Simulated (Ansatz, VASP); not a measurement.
## MgO: VASP beside Ansatz

INCAR

```
SYSTEM = MgO
  PREC = Accurate
  ENCUT = 840
  EDIFF = 1E-6
  ISMEAR = 0
  SIGMA = 0.1
  LREAL = .False.
  LASPH = .True.
  NELM = 120
  ALGO = Normal
  ISIF = 2
  LWAVE = .False.
  LCHARG = .False.
  GGA = RP
  NBANDS = 15
  GGA_COMPAT = .False.
```

KPOINTS

```
regular mesh
0
Gamma
  6 6 6
  0 0 0
```

POSCAR

```
MgO
1.0
    2.9380209034      0.0000000000      0.0000000000
   -1.4690104517      2.5444007392      0.0000000000
    0.0000000000      0.0000000000      2.6796800000
Mg O
1 1
Direct
    0.0000000000      0.0000000000      0.0000000000
    0.3333333333      0.6666666667      0.5000000000
```

Input for Ansatz:

```yaml
crystal:
  lattice:
    - [2.9380209034, 0.0, 0.0]
    - [-1.4690104517, 2.5444007392, 0.0]
    - [0.0, 0.0, 2.67968]
  atoms:
    - { symbol: Mg, position: [0.0, 0.0, 0.0] }
    - { symbol: O, position: [0.3333333333, 0.6666666667, 0.5] }
basis:
  ecutwfc: 420
kpoints:
  mp_grid: { grid: [6, 6, 6] }
hamiltonian:
  xc: rpbe
scf:
  occupations: { method: gaussian, width: 0.1 }
output:
  forces: true
  stress: true
  eigenvalues: true
```

Alike in both runs: task single point; functional RPBE; k mesh 6 × 6 × 6; occupations gaussian, width 0.1 eV; no spin polarisation.

|  | VASP | Ansatz |
| --- | --- | --- |
| version | VASP 6.6.1 | Ansatz 0.2.0 |
| potentials or method | VASP PAW PBE potentials, release 64 (Mg_sv, O), cutoff 840 eV | scalar-relativistic, plane waves, PAW |
| valence electrons in the cell | 16 | 16 |

|  | VASP | Ansatz | Ansatz less VASP |
| --- | --- | --- | --- |
| gap on the k mesh at the Fermi level (eV) | 3.12 | 3.13 | +0.008 |
| least direct gap on the mesh (eV) | 3.51 | 3.52 | +0.009 |
| pressure (GPa) | 4.2 | 4.3 | +0.02 |
| traceless stress, the component that is largest in VASP (GPa) | 0.51 | 0.41 | -0.098 |

VASP's potentials were made for PBE, not for RPBE. With one functional, cell and mesh, what is left measures potentials, basis and numerics.
